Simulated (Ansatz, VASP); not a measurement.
## Zn2S in VASP and in Ansatz

Contents of INCAR:

```
SYSTEM = Zn2S
  ALGO = Normal
  EDIFF = 1E-6
  ENCUT = 520
  GGA = PE
  ISIF = 2
  ISMEAR = 0
  LASPH = .TRUE.
  LCHARG = .FALSE.
  LREAL = .FALSE.
  LWAVE = .FALSE.
  NBANDS = 22
  NELM = 100
  PREC = Accurate
  SIGMA = 0.1
```

Contents of KPOINTS:

```
k-points
0
G
  6 6 6
  0 0 0
```

POSCAR

```
Zn2S
1.0
    0.0000000000      3.0143095500      3.0143095500
    3.0143095500      0.0000000000      3.0143095500
    3.0143095500      3.0143095500      0.0000000000
Zn S
2 1
Direct
    0.2500000000      0.2500000000      0.2500000000
    0.7500000000      0.7500000000      0.7500000000
    0.5000000000      0.5000000000      0.5000000000
```

Input for Ansatz:

```yaml
crystal:
  lattice:
    - [0.0, 3.01430955, 3.01430955]
    - [3.01430955, 0.0, 3.01430955]
    - [3.01430955, 3.01430955, 0.0]
  atoms:
    - { symbol: Zn, position: [0.25, 0.25, 0.25] }
    - { symbol: Zn, position: [0.75, 0.75, 0.75] }
    - { symbol: S, position: [0.5, 0.5, 0.5] }
basis:
  ecutwfc: 420
kpoints:
  mp_grid: { grid: [6, 6, 6] }
hamiltonian:
  xc: pbe
scf:
  occupations: { method: gaussian, width: 0.1 }
  lower_state_search: "off"
output:
  forces: true
  stress: true
  eigenvalues: true
```

Alike in both runs: task single point; functional PBE; k mesh 6 × 6 × 6; occupations gaussian, width 0.1 eV; no spin polarisation.

|  | VASP | Ansatz |
| --- | --- | --- |
| version | VASP 6.6.1 | Ansatz 0.2.0 |
| potentials or method | VASP PAW PBE potentials, release 64 (Zn, S), cutoff 520 eV | scalar-relativistic, plane waves, PAW |
| valence electrons in the cell | 30 | 30 |

```csv
,VASP,Ansatz,Ansatz less VASP
gap on the k mesh at the Fermi level (eV),none,none,-
pressure (GPa),4.7,4.5,-0.15
```

A gap of «none» marks a metal or a gap that the smearing closes. With one functional, cell and mesh, what is left measures potentials, basis and numerics.
